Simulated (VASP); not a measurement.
# SrO (Pm-3m) in VASP: a series of runs

SrO is run at these levels: PBE; tasks: single point.

Program: VASP 6.6.1. These are calculated values, not measurements. Logs are shortened: lines on timing, memory, paths and dates and some standing lists are left out, and cuts for length are marked.

## 1. The cell of the first run

Symmetry: Pm-3m, No. 221, cubic system. The conventional cell has a = 3.070 Å, b = 3.070 Å, c = 3.070 Å, α = 90.00°, β = 90.00°, γ = 90.00°. Sr (site symmetry m-3m) has 8 O at 2.66 Å and 6 Sr at 3.07 Å within 3.5 Å. Within 3.5 Å of O (site symmetry m-3m) lie 8 Sr at 2.66 Å and 6 O at 3.07 Å.

## 2. Single point, PBE (volume changed by -6%)

The input, INCAR:

```
SYSTEM = SrO
PREC     = Accurate       ! precision mode
ENCUT    = 520            ! plane-wave cutoff, eV
EDIFF    = 1E-6           ! SCF threshold, eV
ISMEAR   = 0              ! smearing method
SIGMA    = 0.01           ! smearing width, eV
LREAL    = .FALSE.        ! projectors in reciprocal space
LASPH    = .TRUE.         ! aspherical terms in the spheres
NELM     = 60             ! most SCF steps
ALGO     = Normal         ! electronic algorithm
ISIF     = 2              ! what is computed and relaxed
LWAVE    = .FALSE.        ! write WAVECAR
LCHARG   = .FALSE.        ! write CHGCAR
GGA      = PE             ! functional
NBANDS   = 15             ! bands
```

The input, KPOINTS:

```
regular mesh
0
G
  6 6 6
  0 0 0
```

The input, POSCAR:

```
SrO
1.0
    3.0696105354      0.0000000000      0.0000000000
    0.0000000000      3.0696105354      0.0000000000
    0.0000000000      0.0000000000      3.0696105354
Sr O
1 1
Direct
    0.0000000000      0.0000000000      0.0000000000
    0.5000000000      0.5000000000      0.5000000000
```

Potentials or basis: VASP PAW PBE potentials, release 64 (Sr_sv, O).

Started as:

```bash
$ cat potpaw_PBE.64/Sr_sv/POTCAR potpaw_PBE.64/O/POTCAR > POTCAR
$ mpirun -np 1 vasp_std > vasp.out
```

OUTCAR:

```text
SYSTEM = SrO
   PREC = Accurate
   ENCUT = 520
   EDIFF = 1E-6
   ISMEAR = 0
   LREAL = .FALSE.
   LASPH = .TRUE.
   NELM = 60
   ISIF = 2
   GGA = PE

 ion  position               nearest neighbor table
   1  0.000  0.000  0.000-   2 2.66   2 2.66   2 2.66   2 2.66   2 2.66   2 2.66   2 2.66   2 2.66

   2  0.500  0.500  0.500-   1 2.66   1 2.66   1 2.66   1 2.66   1 2.66   1 2.66   1 2.66   1 2.66

  LATTYP: Found a simple cubic cell.
 ALAT       =     3.0696105354

  Lattice vectors:

 A1 = (   3.0696105354,   0.0000000000,   0.0000000000)
 A2 = (   0.0000000000,   3.0696105354,   0.0000000000)
 A3 = (   0.0000000000,   0.0000000000,   3.0696105354)

Analysis of symmetry for initial positions (statically):
=====================================================================
 Subroutine PRICEL returns:
 Original cell was already a primitive cell.

 Routine SETGRP: Setting up the symmetry group for a
 simple cubic supercell.

 Subroutine GETGRP returns: Found 48 space group operations
 (whereof 48 operations were pure point group operations)
 out of a pool of 48 trial point group operations.

The static configuration has the point symmetry O_h .

Analysis of symmetry for dynamics (positions and initial velocities):
=====================================================================
 Subroutine PRICEL returns:
 Original cell was already a primitive cell.

 Routine SETGRP: Setting up the symmetry group for a
 simple cubic supercell.

 Subroutine GETGRP returns: Found 48 space group operations
 (whereof 48 operations were pure point group operations)
 out of a pool of 48 trial point group operations.

The dynamic configuration has the point symmetry O_h .

 Subroutine INISYM returns: Found 48 space group operations
 (whereof 48 operations are pure point group operations),
 and found     1 'primitive' translations

----------------------------------------------------------------------------------------

                                     Primitive cell

  volume of cell :      28.9234

  direct lattice vectors                    reciprocal lattice vectors
     3.069610535  0.000000000  0.000000000     0.325774227  0.000000000  0.000000000
     0.000000000  3.069610535  0.000000000     0.000000000  0.325774227  0.000000000
     0.000000000  0.000000000  3.069610535     0.000000000  0.000000000  0.325774227

  length of vectors
     3.069610535  3.069610535  3.069610535     0.325774227  0.325774227  0.325774227

  position of ions in fractional coordinates (direct lattice)
     0.000000000  0.000000000  0.000000000
     0.500000000  0.500000000  0.500000000

  ion indices of the primitive-cell ions
   primitive index   ion index
                 1           1
[... 82 lines left out ...]
   EFERMI =   0.00;   METHOD = LEGACY
   ISMEAR =     0;   SIGMA  =   0.01  broadening in eV -4-tet -1-fermi 0-gaus
   EFERMI_NEDOS =   21; number of points for ismear=-14 and -15
   IALGO  =     38    algorithm
   IMIX   =      4    mixing-type and parameters
     AMIX     =   0.40;   BMIX     =  1.00
     AMIX_MAG =   1.60;   BMIX_MAG =  1.00
  volume/ion in A,a.u.               =      14.46        97.59
  Fermi-wavevector in a.u.,A,eV,Ry     =   1.343894  2.539591 24.572802  1.806050
  Thomas-Fermi vector in A             =   2.471931
   LORBIT       =      0    0 simple, 1 ext, 2 COOP (PROOUT), +10 PAW based schemes
   GGA     = PE    functional components
   LHFCALC =     F    Hartree Fock is set to
   AEXX    =    0.0000 exact exchange contribution
   IVDW    =     0    specifies the selected vdW correction
   LEPSILON=     F    determine dielectric tensor
   LRPA    =     F    only Hartree local field effects (RPA)
 non-spin polarized calculation
 Gauss-broadening in eV      SIGMA  =   0.01
  energy-cutoff  :      520.00
  volume of cell :       28.92
 maximum number of plane-waves:       804
 NGX is ok and might be reduce to    24
   NGX = 11   NGY = 11   NGZ = 11

 number of electron      16.0000007 magnetization

 Free energy of the ion-electron system (eV)
  ---------------------------------------------------
  ext. energy  EPLUGINS =         0.00000000
  ---------------------------------------------------
  free energy    TOTEN  =       -11.17760997 eV

  energy without entropy =      -11.17760997  energy(sigma->0) =      -11.17760997

 E-fermi :   3.3876     XC(G=0): -10.9903

 val. band max:        3.3156853029   @ k =   0.5000   0.5000   0.0000
 cond. band min:       6.0555380046   @ k =   0.0000   0.0000   0.0000
 fundamental gap:      2.7398527017
 Fermi energy:         3.3875736526

 k-point     1 :       0.0000    0.0000    0.0000
  band No.  band energies     occupation
      1     -30.4906      2.00000
      2     -12.4418      2.00000
      3     -11.6052      2.00000
      4     -11.6052      2.00000
      5     -11.6052      2.00000
      6       3.2736      2.00000
      7       3.2736      2.00000
      8       3.2736      2.00000
      9       6.0555      0.00000
     10       6.0555      0.00000
     11       8.3946      0.00000
     12      14.1330      0.00000
     13      14.1330      0.00000
     14      14.1330      0.00000
[... 329 lines left out ...]
      2     -12.7905      2.00000
      3     -12.7905      2.00000
      4     -12.7905      2.00000
      5     -11.6941      2.00000
      6       0.2211      2.00000
      7       0.2211      2.00000
      8       0.2211      2.00000
      9      11.8778      0.00000
     10      11.8778      0.00000
     11      11.8778      0.00000
     12      17.0111      0.00000
     13      17.0111      0.00000
     14      17.5653      0.00000
     15      17.5653      0.00000

------------------------ aborting loop because EDIFF is reached ----------------------------------------

  FORCE on cell =-STRESS in cart. coord.  units (eV):
  Direction    XX          YY          ZZ          XY          YZ          ZX
  --------------------------------------------------------------------------------------
  -------------------------------------------------------------------------------------
  Total        1.3031427      1.3031427      1.3031427      0.0000000      0.0000000     -0.0000000
  in kB       72.1859572     72.1859572     72.1859572      0.0000000      0.0000000     -0.0000000
  external PRESSURE =      72.1859572 kB  Pullay stress =       0.0000000 kB

 VOLUME and BASIS-vectors are now :
 -----------------------------------------------------------------------------
  energy-cutoff  :      520.00
  volume of cell :       28.92
      direct lattice vectors                 reciprocal lattice vectors
     3.069610535  0.000000000  0.000000000     0.325774227  0.000000000  0.000000000
     0.000000000  3.069610535  0.000000000     0.000000000  0.325774227  0.000000000
     0.000000000  0.000000000  3.069610535     0.000000000  0.000000000  0.325774227

 POSITION                                       TOTAL-FORCE (eV/Angst)
 -----------------------------------------------------------------------------------
      0.00000      0.00000      0.00000         0.000000      0.000000      0.000000
      1.53481      1.53481      1.53481         0.000000      0.000000      0.000000
 -----------------------------------------------------------------------------------
    total drift:                                0.000000      0.000000     -0.000000

  FREE ENERGIE OF THE ION-ELECTRON SYSTEM (eV)
  ---------------------------------------------------
  free  energy   TOTEN  =       -11.1776099656 eV

  energy  without entropy=      -11.1776099656  energy(sigma->0) =      -11.17760997
```

Run time: 3.3 s. Hardware: 1 thread of Intel Xeon 6975P-C (Granite Rapids), shared host; peak memory 0.14 GiB.

What came out:

* Free energy: -11.1776 eV
* Pressure: 7.2 GPa
* Band gap on the k mesh: 2.74 eV, indirect (least direct gap 2.78 eV)

 A k mesh can miss the band edges.

## 3. Single point, PBE (volume changed by -3%)

The input, INCAR:

```
PREC     = Accurate       # precision mode
ENCUT    = 520            # plane-wave cutoff, eV
EDIFF    = 1E-6           # SCF threshold, eV
ISMEAR   = 0              # smearing method
SIGMA    = 0.01           # smearing width, eV
LREAL    = F              # projectors in reciprocal space
LASPH    = T              # aspherical terms in the spheres
NELM     = 100            # most SCF steps
ALGO     = Normal         # electronic algorithm
ISIF     = 2              # what is computed and relaxed
LWAVE    = F              # write WAVECAR
LCHARG   = T              # write CHGCAR
GGA      = PE             # functional
LELF     = T              # ELF
LVHAR    = T            
NBANDS   = 15             # bands
```

The input, KPOINTS:

```
Automatic mesh
0
Gamma
  6 6 6
```

The input, POSCAR:

```
SrO
1.0
    3.1019245999      0.0000000000      0.0000000000
    0.0000000000      3.1019245999      0.0000000000
    0.0000000000      0.0000000000      3.1019245999
Sr O
1 1
Direct
    0.0000000000      0.0000000000      0.0000000000
    0.5000000000      0.5000000000      0.5000000000
```

Potentials or basis: VASP PAW PBE potentials, release 64 (Sr_sv, O).

Started as:

```bash
$ cat potpaw_PBE.64/Sr_sv/POTCAR potpaw_PBE.64/O/POTCAR > POTCAR
$ mpirun -np 1 vasp_std > vasp.out
```

OUTCAR:

```text
PREC = Accurate
   ENCUT = 520
   EDIFF = 1E-6
   ISMEAR = 0
   LREAL = F
   LASPH = T
   NELM = 100
   ISIF = 2
   GGA = PE

 ion  position               nearest neighbor table
   1  0.000  0.000  0.000-   2 2.69   2 2.69   2 2.69   2 2.69   2 2.69   2 2.69   2 2.69   2 2.69

   2  0.500  0.500  0.500-   1 2.69   1 2.69   1 2.69   1 2.69   1 2.69   1 2.69   1 2.69   1 2.69

  LATTYP: Found a simple cubic cell.
 ALAT       =     3.1019245999

  Lattice vectors:

 A1 = (   3.1019245999,   0.0000000000,   0.0000000000)
 A2 = (   0.0000000000,   3.1019245999,   0.0000000000)
 A3 = (   0.0000000000,   0.0000000000,   3.1019245999)

Analysis of symmetry for initial positions (statically):
=====================================================================
 Subroutine PRICEL returns:
 Original cell was already a primitive cell.

 Routine SETGRP: Setting up the symmetry group for a
 simple cubic supercell.

 Subroutine GETGRP returns: Found 48 space group operations
 (whereof 48 operations were pure point group operations)
 out of a pool of 48 trial point group operations.

[... 169 lines left out ...]
      3     -11.9161      2.00000
      4     -11.9161      2.00000
      5     -11.9161      2.00000
      6       3.0775      2.00000
      7       3.0775      2.00000
      8       3.0775      2.00000
      9       5.8865      0.00000
     10       5.8865      0.00000
     11       7.8638      0.00000
     12      13.7024      0.00000
     13      13.7024      0.00000
     14      13.7024      0.00000
[... 329 lines left out ...]
      2     -13.0195      2.00000
      3     -13.0195      2.00000
      4     -13.0195      2.00000
      5     -11.8451      2.00000
      6       0.1679      2.00000
      7       0.1679      2.00000
      8       0.1679      2.00000
      9      11.4705      0.00000
     10      11.4705      0.00000
     11      11.4705      0.00000
     12      16.4561      0.00000
     13      16.4561      0.00000
     14      16.9174      0.00000
     15      16.9174      0.00000

------------------------ aborting loop because EDIFF is reached ----------------------------------------

  FORCE on cell =-STRESS in cart. coord.  units (eV):
  Direction    XX          YY          ZZ          XY          YZ          ZX
  --------------------------------------------------------------------------------------
  -------------------------------------------------------------------------------------
  Total        0.6864585      0.6864585      0.6864585      0.0000000     -0.0000000      0.0000000
  in kB       36.8494638     36.8494638     36.8494638      0.0000000     -0.0000000      0.0000000
  external PRESSURE =      36.8494638 kB  Pullay stress =       0.0000000 kB

 VOLUME and BASIS-vectors are now :
 -----------------------------------------------------------------------------
  energy-cutoff  :      520.00
  volume of cell :       29.85
      direct lattice vectors                 reciprocal lattice vectors
     3.101924600  0.000000000  0.000000000     0.322380499  0.000000000  0.000000000
     0.000000000  3.101924600  0.000000000     0.000000000  0.322380499  0.000000000
     0.000000000  0.000000000  3.101924600     0.000000000  0.000000000  0.322380499

 POSITION                                       TOTAL-FORCE (eV/Angst)
 -----------------------------------------------------------------------------------
      0.00000      0.00000      0.00000         0.000000      0.000000      0.000000
      1.55096      1.55096      1.55096         0.000000      0.000000      0.000000
 -----------------------------------------------------------------------------------
    total drift:                                0.000000      0.000000     -0.000000

  FREE ENERGIE OF THE ION-ELECTRON SYSTEM (eV)
  ---------------------------------------------------
  free  energy   TOTEN  =       -11.2095527258 eV

  energy  without entropy=      -11.2095527258  energy(sigma->0) =      -11.20955273
```

OSZICAR:

```text
N       E                     dE             d eps       ncg     rms          rms(c)
DAV:   1     0.648371456531E+02    0.64837E+02   -0.86081E+03   600   0.107E+03
DAV:   2    -0.105565963019E+02   -0.75394E+02   -0.69769E+02   839   0.223E+02
DAV:   3    -0.131644213641E+02   -0.26078E+01   -0.26001E+01   704   0.365E+01
DAV:   4    -0.132105145663E+02   -0.46093E-01   -0.46057E-01   801   0.462E+00
DAV:   5    -0.132121764265E+02   -0.16619E-02   -0.16619E-02   725   0.613E-01    0.157E+01
DAV:   6    -0.113486716816E+02    0.18635E+01   -0.49102E+00   628   0.179E+01    0.181E+01
DAV:   7    -0.112434023724E+02    0.10527E+00   -0.26644E-01   673   0.403E+00    0.105E+01
DAV:   8    -0.112084141013E+02    0.34988E-01   -0.11936E-01   740   0.335E+00    0.863E-01
DAV:   9    -0.112095645490E+02   -0.11504E-02   -0.70455E-03   790   0.664E-01    0.236E-01
DAV:  10    -0.112095032963E+02    0.61253E-04   -0.66473E-04   677   0.280E-01    0.909E-02
DAV:  11    -0.112095517921E+02   -0.48496E-04   -0.84267E-05   673   0.871E-02    0.387E-02
DAV:  12    -0.112095533737E+02   -0.15816E-05   -0.10086E-05   857   0.334E-02    0.737E-03
DAV:  13    -0.112095527258E+02    0.64782E-06   -0.22148E-06   656   0.148E-02
   1 F= -.11209553E+02 E0= -.11209553E+02  d E =-.113534-141
```

stdout:

```text
POSCAR found type information on POSCAR SrO
 POSCAR found :  2 types and       2 ions
 scaLAPACK will be used
 LDA part: xc-table for (Slater+PW92), standard interpolation
 POSCAR, INCAR and KPOINTS ok, starting setup
 FFT: planning ... GRIDC
 FFT: planning ... GRID_SOFT
 FFT: planning ... GRID
 WAVECAR not read
 entering main loop
```

Run time: 3.4 s. Hardware: 1 thread of Intel Xeon 6975P-C (Granite Rapids), shared host; peak memory 0.13 GiB.

What came out:

| Quantity | Value |
| --- | --- |
| Free energy | -11.2096 eV |
| Pressure | 3.7 GPa |
| Band gap on the k mesh | 2.75 eV, indirect (least direct gap 2.81 eV) |

Levels at points of the mesh, in eV from the valence-band top:
| k point | band 5 | band 6 | band 7 | band 8 | band 9 | band 10 | band 11 | band 12 |
| --- | --- | --- | --- | --- | --- | --- | --- | --- |
| (0.00, 0.00, 0.00) | -15.06 | -0.06 | -0.06 | -0.06 | 2.75 | 2.75 | 4.72 | 10.56 |
| (0.50, 0.00, 0.00) | -13.91 | -2.98 | -0.66 | -0.66 | 3.90 | 7.40 | 9.36 | 9.36 |
| (0.50, 0.50, 0.00) | -14.69 | -1.22 | -1.22 | 0.00 | 4.19 | 4.58 | 7.58 | 7.58 |
| (0.50, 0.50, 0.50) | -14.98 | -2.97 | -2.97 | -2.97 | 8.33 | 8.33 | 8.33 | 13.32 |

 A k mesh can miss the band edges.
